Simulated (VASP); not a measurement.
# CdS (zincblende type) (F-43m) in VASP: further runs

The runs below take CdS (zincblende type) through single point, relaxation of cell and atoms, with PBE.

Program: VASP 6.6.1. These are calculated values, not measurements. Logs are shortened: lines on timing, memory, paths and dates and some standing lists are left out, and cuts for length are marked.

## 1. The cell of the first run

It takes space group F-43m (No. 216, cubic). The conventional cell has a = 4.946 Å, b = 4.946 Å, c = 4.946 Å, α = 90.00°, β = 90.00°, γ = 90.00°. Within 2.8 Å of Cd (site symmetry -43m) lie 4 S at 2.14 Å. S (site symmetry -43m) has 4 Cd at 2.14 Å within 2.8 Å.

## 2. Single point, PBE

Contents of INCAR:

```
ALGO = Normal
EDIFF = 1E-7
ENCUT = 520
GGA = PE
ISIF = 2
ISMEAR = -1
LASPH = True
LCHARG = True
LELF = True
LREAL = False
LVHAR = True
LWAVE = False
NBANDS = 16
NELM = 100
PREC = Accurate
SIGMA = 0.08
```

Contents of KPOINTS:

```
k-points
0
Gamma
  13 13 13
```

Contents of POSCAR:

```
CdS
1.0
    0.0000000000      2.4729408194      2.4729408194
    2.4729408194      0.0000000000      2.4729408194
    2.4729408194      2.4729408194      0.0000000000
Cd S
1 1
Direct
    0.0000000000      0.0000000000      0.0000000000
    0.2500000000      0.2500000000      0.2500000000
```

Potentials or basis: VASP PAW PBE potentials, release 64 (Cd, S).

On the command line:

```console
$ cat potpaw_PBE.64/Cd/POTCAR potpaw_PBE.64/S/POTCAR > POTCAR
$ mpirun -np 1 vasp_std > vasp.out
```

OUTCAR:

```text
EDIFF = 1E-7
   ENCUT = 520
   GGA = PE
   ISIF = 2
   ISMEAR = -1
   LASPH = True
   LREAL = False
   NELM = 100
   PREC = Accurate

 ion  position               nearest neighbor table
   1  0.000  0.000  0.000-   2 2.14   2 2.14   2 2.14   2 2.14
   2  0.250  0.250  0.250-   1 2.14   1 2.14   1 2.14   1 2.14

  LATTYP: Found a face centered cubic cell.
 ALAT       =     4.9458816388

  Lattice vectors:

 A1 = (   0.0000000000,   2.4729408194,   2.4729408194)
 A2 = (   2.4729408194,   0.0000000000,   2.4729408194)
 A3 = (   2.4729408194,   2.4729408194,   0.0000000000)

Analysis of symmetry for initial positions (statically):
=====================================================================
 Subroutine PRICEL returns:
 Original cell was already a primitive cell.

 Routine SETGRP: Setting up the symmetry group for a
 face centered cubic supercell.

 Subroutine GETGRP returns: Found 24 space group operations
 (whereof 24 operations were pure point group operations)
 out of a pool of 48 trial point group operations.

The static configuration has the point symmetry T_d .

Analysis of symmetry for dynamics (positions and initial velocities):
=====================================================================
 Subroutine PRICEL returns:
 Original cell was already a primitive cell.

 Routine SETGRP: Setting up the symmetry group for a
 face centered cubic supercell.

 Subroutine GETGRP returns: Found 24 space group operations
 (whereof 24 operations were pure point group operations)
 out of a pool of 48 trial point group operations.

The dynamic configuration has the point symmetry T_d .

 Subroutine INISYM returns: Found 24 space group operations
 (whereof 24 operations are pure point group operations),
 and found     1 'primitive' translations

----------------------------------------------------------------------------------------

                                     Primitive cell

  volume of cell :      30.2462

  direct lattice vectors                    reciprocal lattice vectors
     0.000000000  2.472940819  2.472940819    -0.202188421  0.202188421  0.202188421
     2.472940819  0.000000000  2.472940819     0.202188421 -0.202188421  0.202188421
     2.472940819  2.472940819  0.000000000     0.202188421  0.202188421 -0.202188421

  length of vectors
     3.497266446  3.497266446  3.497266446     0.350200618  0.350200618  0.350200618

  position of ions in fractional coordinates (direct lattice)
     0.000000000  0.000000000  0.000000000
     0.250000000  0.250000000  0.250000000

  ion indices of the primitive-cell ions
   primitive index   ion index
                 1           1
                 2           2

----------------------------------------------------------------------------------------

 KPOINTS: k-points

Automatic generation of k-mesh.
 Grid dimensions read from file:
 generate k-points for:   13   13   13

 Generating k-lattice:

  Cartesian coordinates                     Fractional coordinates (reciprocal lattice)
    -0.015552955  0.015552955  0.015552955     0.076923077  0.000000000  0.000000000
     0.015552955 -0.015552955  0.015552955     0.000000000  0.076923077  0.000000000
     0.015552955  0.015552955 -0.015552955     0.000000000  0.000000000  0.076923077

  Length of vectors
     0.026938509  0.026938509  0.026938509

  Shift w.r.t. Gamma in fractional coordinates (k-lattice)
     0.000000000  0.000000000  0.000000000

 Subroutine IBZKPT returns following result:
 ===========================================

 Found     84 irreducible k-points:

 Following reciprocal coordinates:
            Coordinates               Weight
  0.000000  0.000000  0.000000      1.000000
  0.076923  0.000000  0.000000      8.000000
  0.153846  0.000000  0.000000      8.000000
  0.230769  0.000000  0.000000      8.000000
  0.307692  0.000000  0.000000      8.000000
  0.384615  0.000000  0.000000      8.000000
[... 16 lines left out ...]
  0.384615  0.153846  0.000000     24.000000
  0.461538  0.153846  0.000000     24.000000
 [... further k-points ...]
   k-points           NKPTS =     84   k-points in BZ     NKDIM =     84   number of bands    NBANDS=     16
   number of dos      NEDOS =    301   number of ions     NIONS =      2
   total plane-waves  NPLWV =  21952
   dimension x,y,z NGX =    28 NGY =   28 NGZ =   28
   dimension x,y,z NGXF=    56 NGYF=   56 NGZF=   56
   ions per type =               1   1
   NGX,Y,Z   is equivalent  to a cutoff of  13.31, 13.31, 13.31 a.u.
   NGXF,Y,Z  is equivalent  to a cutoff of  26.62, 26.62, 26.62 a.u.
 SYSTEM =  unknown system
   PREC   = accura    normal or accurate (medium, high low for compatibility)
   ISTART =      0    job   : 0-new  1-cont  2-samecut
   ICHARG =      2    charge: 1-file 2-atom 10-const
   ISPIN  =      1    spin polarized calculation?
   LNONCOLLINEAR =      F non collinear calculations
   LSORBIT =      F    spin-orbit coupling
   LASPH  =      T    aspherical Exc in radial PAW
   ENCUT  =  520.0 eV  38.22 Ry    6.18 a.u.   6.50  6.50  6.50*2*pi/ulx,y,z
   NELM   =    100;   NELMIN=  2; NELMDL= -5     # of ELM steps
   EDIFF  = 0.1E-06   stopping-criterion for ELM
   LREAL  =      F    real-space projection
   EDIFFG = 0.1E-05   stopping-criterion for IOM
   NSW    =      0    number of steps for IOM
   IBRION =     -1    ionic relax: 0-MD 1-quasi-New 2-CG
   NFREE  =      0    steps in history (QN), initial steepest desc. (CG)
   ISIF   =      2    stress and relaxation
   ISYM   =      2    0-nonsym 1-usesym 2-fastsym
   POTIM  = 0.5000    time-step for ionic-motion
   TEBEG  =    0.0;   TEEND  =   0.0 temperature during run
   PSTRESS=    0.0 pullay stress
   NELECT =      18.0000    total number of electrons
   NUPDOWN=      -1.0000    fix difference up-down
   EMIN   =  10.00;   EMAX   =-10.00  energy-range for DOS
   EFERMI =   0.00;   METHOD = LEGACY
   ISMEAR =    -1;   SIGMA  =   0.08  broadening in eV -4-tet -1-fermi 0-gaus
   EFERMI_NEDOS =   21; number of points for ismear=-14 and -15
   IALGO  =     38    algorithm
   IMIX   =      4    mixing-type and parameters
     AMIX     =   0.40;   BMIX     =  1.00
     AMIX_MAG =   1.60;   BMIX_MAG =  1.00
  volume/ion in A,a.u.               =      15.12       102.06
  Fermi-wavevector in a.u.,A,eV,Ry     =   1.377025  2.602201 25.799352  1.896199
  Thomas-Fermi vector in A             =   2.502216
   LORBIT       =      0    0 simple, 1 ext, 2 COOP (PROOUT), +10 PAW based schemes
   GGA     = PE    functional components
   LHFCALC =     F    Hartree Fock is set to
   AEXX    =    0.0000 exact exchange contribution
   IVDW    =     0    specifies the selected vdW correction
   LEPSILON=     F    determine dielectric tensor
   LRPA    =     F    only Hartree local field effects (RPA)
 non-spin polarized calculation
  energy-cutoff  :      520.00
  volume of cell :       30.25
 maximum number of plane-waves:       869
 NGX is ok and might be reduce to    28
   NGX = 13   NGY = 13   NGZ = 13

 number of electron      18.0000002 magnetization

 Free energy of the ion-electron system (eV)
  ---------------------------------------------------
  ext. energy  EPLUGINS =         0.00000000
  ---------------------------------------------------
  free energy    TOTEN  =        -1.88667249 eV

  energy without entropy =       -1.88667245  energy(sigma->0) =       -1.88667247

 E-fermi :   8.3481     XC(G=0): -11.6924

 val. band max:        7.3108922337   @ k =   0.0000   0.0000   0.0000
 cond. band min:       9.2163004848   @ k =   0.0000   0.0000   0.0000
 fundamental gap:      1.9054082511
 Fermi energy:         8.3481430505

 k-point     1 :       0.0000    0.0000    0.0000
  band No.  band energies     occupation
      1      -9.6505      2.00000
      2      -4.0711      2.00000
      3      -4.0711      2.00000
      4      -4.0711      2.00000
      5      -2.6122      2.00000
      6      -2.6122      2.00000
[... 8 lines left out ...]
     15      19.1763      0.00000
     16      20.7840      0.00000

 k-point     2 :       0.0769    0.0000    0.0000
  band No.  band energies     occupation
      1      -9.5905      2.00000
      2      -4.0565      2.00000
      3      -4.0458      2.00000
      4      -4.0458      2.00000
      5      -2.6161      2.00000
      6      -2.6161      2.00000
[... 8 lines left out ...]
     15      18.7183      0.00000
     16      20.5882      0.00000

 k-point     3 :       0.1538    0.0000    0.0000
  band No.  band energies     occupation
      1      -9.4230      2.00000
      2      -3.9933      2.00000
      3      -3.9783      2.00000
      4      -3.9783      2.00000
      5      -2.6214      2.00000
      6      -2.6214      2.00000
[... 8 lines left out ...]
     15      18.1055      0.00000
     16      20.1391      0.00000

 k-point     4 :       0.2308    0.0000    0.0000
  band No.  band energies     occupation
      1      -9.1850      2.00000
      2      -3.8921      2.00000
      3      -3.8921      2.00000
      4      -3.8271      2.00000
      5      -2.6118      2.00000
      6      -2.6118      2.00000
[... 8 lines left out ...]
     15      17.9554      0.00000
     16      19.7692      0.00000

 k-point     5 :       0.3077    0.0000    0.0000
  band No.  band energies     occupation
      1      -8.9340      2.00000
      2      -3.8162      2.00000
      3      -3.8162      2.00000
      4      -3.4842      2.00000
      5      -2.5746      2.00000
      6      -2.5746      2.00000
[... 8 lines left out ...]
     15      18.4560      0.00000
     16      19.6579      0.00000

 k-point     6 :       0.3846    0.0000    0.0000
  band No.  band energies     occupation
      1      -8.7316      2.00000
      2      -3.7685      2.00000
      3      -3.7685      2.00000
      4      -2.9001      2.00000
      5      -2.5181      2.00000
      6      -2.5181      2.00000
[... 8 lines left out ...]
     15      19.4038      0.00000
     16      19.9007      0.00000
[... 267 lines left out ...]
 k-point    21 :       0.2308    0.1538    0.0000
  band No.  band energies     occupation
      1      -9.1687      2.00000
      2      -4.0293      2.00000
      3      -3.7929      2.00000
      4      -3.7832      2.00000
      5      -2.7383      2.00000
      6      -2.5090      2.00000
[... 8 lines left out ...]
     15      19.0400      0.00000
     16      22.0304      0.00000

 k-point    22 :       0.3077    0.1538    0.0000
  band No.  band energies     occupation
      1      -8.9456      2.00000
      2      -3.9144      2.00000
      3      -3.6968      2.00000
      4      -3.6233      2.00000
      5      -2.6972      2.00000
      6      -2.4746      2.00000
[... 8 lines left out ...]
     15      19.2198      0.00000
     16      21.6427      0.00000

 k-point    23 :       0.3846    0.1538    0.0000
  band No.  band energies     occupation
      1      -8.7332      2.00000
      2      -3.8016      2.00000
      3      -3.6283      2.00000
      4      -3.3455      2.00000
      5      -2.5289      2.00000
      6      -2.4426      2.00000
[... 8 lines left out ...]
     15      19.8644      0.00000
     16      21.6152      0.00000

 k-point    24 :       0.4615    0.1538    0.0000
  band No.  band energies     occupation
      1      -8.5815      2.00000
      2      -3.7499      2.00000
      3      -3.5959      2.00000
      4      -2.9926      2.00000
      5      -2.4359      2.00000
      6      -2.1140      2.00000
[... 8 lines left out ...]
     15      20.4788      0.00000
     16      22.0038      0.00000

 [... further k-points ...]
[... 5 lines left out ...]
  --------------------------------------------------------------------------------------
  -------------------------------------------------------------------------------------
  Total       19.3929199     19.3929199     19.3929199     -0.0000000      0.0000000      0.0000000
  in kB     1027.2653075   1027.2653075   1027.2653075     -0.0000000      0.0000000      0.0000000
  external PRESSURE =    1027.2653075 kB  Pullay stress =       0.0000000 kB

 VOLUME and BASIS-vectors are now :
 -----------------------------------------------------------------------------
  energy-cutoff  :      520.00
  volume of cell :       30.25
      direct lattice vectors                 reciprocal lattice vectors
     0.000000000  2.472940819  2.472940819    -0.202188421  0.202188421  0.202188421
     2.472940819  0.000000000  2.472940819     0.202188421 -0.202188421  0.202188421
     2.472940819  2.472940819  0.000000000     0.202188421  0.202188421 -0.202188421

 POSITION                                       TOTAL-FORCE (eV/Angst)
 -----------------------------------------------------------------------------------
      0.00000      0.00000      0.00000        -0.000000      0.000000      0.000000
      1.23647      1.23647      1.23647         0.000000     -0.000000     -0.000000
 -----------------------------------------------------------------------------------
    total drift:                               -0.000000     -0.000000     -0.000000

  FREE ENERGIE OF THE ION-ELECTRON SYSTEM (eV)
  ---------------------------------------------------
  free  energy   TOTEN  =        -1.8866724904 eV

  energy  without entropy=       -1.8866724484  energy(sigma->0) =       -1.88667247
```

Run time: 19 s. Hardware: 1 thread of Intel Xeon 6975P-C (Granite Rapids), shared host; peak memory 0.18 GiB.

Results:

```
Free energy            : -1.8867 eV
Pressure               : 102.7 GPa
Band gap on the k mesh : 1.91 eV, direct
```

## 3. Relaxation of cell and atoms, PBE, target pressure 100 GPa, at which the enthalpy is minimised

This run uses another cell than the first one, of 13.79 Å³/atom, 0.912 times its volume.

Contents of INCAR:

```
SYSTEM = CdS
PREC = Accurate
ENCUT = 600
EDIFF = 1E-6
ISMEAR = -1
SIGMA = 0.08
LREAL = .FALSE.
LASPH = .TRUE.
NELM = 80
ALGO = Normal
ISIF = 3
LWAVE = .FALSE.
LCHARG = .FALSE.
GGA = PE
IBRION = 2
NSW = 60
EDIFFG = -0.005
PSTRESS = 1000.0
```

Contents of KPOINTS:

```
regular mesh
0
G
  13 13 13
  0 0 0
```

Contents of POSCAR:

```
CdS
1.0
    0.0000000000      2.3980540428      2.3980540428
    2.3980540428      0.0000000000      2.3980540428
    2.3980540428      2.3980540428      0.0000000000
Cd S
1 1
Direct
    0.0000000000      0.0000000000      0.0000000000
    0.2500000000      0.2500000000      0.2500000000
```

Potentials or basis: VASP PAW PBE potentials, release 64 (Cd, S).

On the command line:

```console
$ cat potpaw_PBE.64/Cd/POTCAR potpaw_PBE.64/S/POTCAR > POTCAR
$ mpirun -np 1 vasp_std > vasp.out
```

Run time: 61 s. Hardware: 1 thread of Intel Xeon 6975P-C (Granite Rapids), shared host; peak memory 0.19 GiB.

It converged, with:

```
Free energy                                            : -2.0071 eV
Relaxed volume                                         : 15.22 Å³/atom
Relaxed cell                                           : a = 3.505 Å, b = 3.505 Å, c = 3.505 Å, α = 60.00°, β = 60.00°, γ = 60.00°
Space group after relaxing (to 0.05 Å)                 : F-43m (No. 216)
Energy change on relaxing (the enthalpy is what falls) : -1091.3 meV/atom
Ionic steps                                            : 6
Pressure after relaxing                                : 100.0 GPa
Band gap on the k mesh                                 : 1.90 eV, direct
```

The path:
| step | energy change (eV) | largest force (eV/Å) | pressure (GPa) | volume (Å³) |
| --- | --- | --- | --- | --- |
| 1 | 0.0000 | 0.0000 | 148.06 | 27.58 |
| 2 | -6.2212 | 0.0000 | 5.92 | 47.61 |
| 3 | -2.6375 | 0.0000 | 90.12 | 31.21 |
| 4 | -2.2200 | 0.0000 | 99.22 | 30.50 |
| 5 | -2.1825 | 0.0000 | 100.10 | 30.44 |
| 6 | -2.1826 | 0.0000 | 100.03 | 30.44 |

Final structure:
```yaml
crystal:
  lattice:
    - [0.00000, 2.47818, 2.47818]
    - [2.47818, 0.00000, 2.47818]
    - [2.47818, 2.47818, 0.00000]
  atoms:
    - { symbol: Cd, position: [0.00000, 0.00000, 0.00000] }
    - { symbol: S, position: [0.25000, 0.25000, 0.25000] }
```

Levels at points of the mesh, in eV from the valence-band top:
```
           k point  band 7  band 8  band 9  band 10  band 11  band 12
(0.00, 0.00, 0.00)    0.00    0.00    0.00     1.90     5.70     5.70
```

Caveat: the cell is relaxed towards a set pressure, so the enthalpy falls and the energy may rise. A k mesh can miss the band edges.

## 4. Relaxation of cell and atoms, PBE, target pressure 100 GPa, at which the enthalpy is minimised

Contents of INCAR:

```
SYSTEM = CdS
ALGO = Normal ; EDIFF = 1E-6
EDIFFG = -0.005 ; ENCUT = 600
GGA = PE ; IBRION = 2
ISIF = 3 ; ISMEAR = -1
LASPH = .TRUE. ; LCHARG = .FALSE.
LREAL = .FALSE. ; LWAVE = .FALSE.
NELM = 100 ; NSW = 32
PREC = Accurate ; PSTRESS = 1000.0
SIGMA = 0.08
```

Contents of KPOINTS:

```
k-points
0
G
  13 13 13
  0 0 0
```

Contents of POSCAR:

```
CdS
1.0
    0.0000000000      2.4729408194      2.4729408194
    2.4729408194      0.0000000000      2.4729408194
    2.4729408194      2.4729408194      0.0000000000
Cd S
1 1
Direct
    0.0000000000      0.0000000000      0.0000000000
    0.2500000000      0.2500000000      0.2500000000
```

On the command line:

```console
$ cat potpaw_PBE.64/Cd/POTCAR potpaw_PBE.64/S/POTCAR > POTCAR
$ mpirun -np 1 vasp_std > vasp.out
```

Run time: 36 s. Hardware: 1 thread of Intel Xeon 6975P-C (Granite Rapids), shared host; peak memory 0.19 GiB.

It converged, with:

```
Free energy                                            : -2.0109 eV
Relaxed volume                                         : 15.22 Å³/atom
Relaxed cell                                           : a = 3.505 Å, b = 3.505 Å, c = 3.505 Å, α = 60.00°, β = 60.00°, γ = 60.00°
Space group after relaxing (to 0.05 Å)                 : F-43m (No. 216)
Energy change on relaxing (the enthalpy is what falls) : -62.0 meV/atom
Ionic steps                                            : 3
Pressure after relaxing                                : 100.0 GPa
Band gap on the k mesh                                 : 1.90 eV, direct
```

Step by step:
```csv
step,energy change (eV),largest force (eV/Å),pressure (GPa),volume (Å³)
1,0.0000,0.0000,102.67,30.25
2,-0.6645,0.0000,88.22,31.36
3,-0.1239,0.0000,99.96,30.44
```

Final structure:
```cif
data_structure
_symmetry_space_group_name_H-M 'P 1'
_symmetry_Int_Tables_number 1
_cell_length_a 3.5048
_cell_length_b 3.5048
_cell_length_c 3.5048
_cell_angle_alpha 60.000
_cell_angle_beta 60.000
_cell_angle_gamma 60.000
_cell_volume 30.44
loop_
_atom_site_label
_atom_site_type_symbol
_atom_site_fract_x
_atom_site_fract_y
_atom_site_fract_z
_atom_site_occupancy
Cd1 Cd 0.00000 0.00000 0.00000 1
S1 S 0.25000 0.25000 0.25000 1
```

Levels at points of the mesh, in eV from the valence-band top:
| k point | band 5 | band 6 | band 7 | band 8 | band 9 | band 10 | band 11 | band 12 | band 13 |
| --- | --- | --- | --- | --- | --- | --- | --- | --- | --- |
| (0.00, 0.00, 0.00) | -9.87 | -9.87 | 0.00 | 0.00 | 0.00 | 1.90 | 5.70 | 5.70 | 5.70 |

Caveat: the cell is relaxed towards a set pressure, so the enthalpy falls and the energy may rise. A k mesh can miss the band edges.

## 5. The runs side by side

| task | cell | cutoff (eV) | gap on the mesh (eV) | pressure (GPa) |
| --- | --- | --- | --- | --- |
| single point | a = 3.497 Å, angles 60.0°, 2 atoms | 520 | 1.91 | 102.7 |
| relaxation of cell and atoms | relaxed to 100 GPa from a = 3.391 Å, angles 60.0°, 2 atoms | 600 | 1.90 | 100.0 |
| relaxation of cell and atoms | relaxed to 100 GPa from a = 3.497 Å, angles 60.0°, 2 atoms | 600 | 1.90 | 100.0 |

Alike in all rows: level PBE; potentials or basis VASP PAW PBE potentials, release 64 (Cd, S); no spin polarisation; k mesh 13 × 13 × 13; smearing fermi-dirac 0.08 eV.

Caveats: the cell is relaxed towards a set pressure, so the enthalpy falls and the energy may rise (some runs).

Total energies depend on the potentials used, so only differences within one code and one set of settings carry meaning.
